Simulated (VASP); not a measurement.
Here is a VASP 6.6.1 calculation.

INCAR

```
PREC = Accurate
ENCUT = 520
EDIFF = 1E-7
ISMEAR = 0
SIGMA = 0.1
LREAL = F
LASPH = T
NELM = 100
ALGO = Normal
ISIF = 2
LWAVE = F
LCHARG = F
GGA = PE
NBANDS = 14
```

The input KPOINTS:

```
Automatic mesh
0
Gamma
  6 6 6
```

Contents of POSCAR:

```
BAs2
1.0
    4.7437708885      0.0000000000      0.0000000000
   -2.3718854443      4.1082260992      0.0000000000
    0.0000000000      0.0000000000      2.5650421947
B As
1 2
Direct
    0.0000000000      0.0000000000      0.0000000000
    0.3333333333      0.6666666667      0.5000000000
    0.6666666667      0.3333333333      0.5000000000
```

Potentials or basis: VASP PAW PBE potentials, release 64 (B, As).

Launch:

```console
$ cat potpaw_PBE.64/B/POTCAR potpaw_PBE.64/As/POTCAR > POTCAR
$ mpirun -np 1 vasp_std > vasp.out
```

Task: What does it give for the pressure?

Result: 0.3 GPa.

Stress tensor (GPa, compression positive):
```
0.37 0.00 0.00
0.00 0.37 0.00
0.00 0.00 0.16
```

Caveat: the k points lie up to 0.41 Å⁻¹ apart.
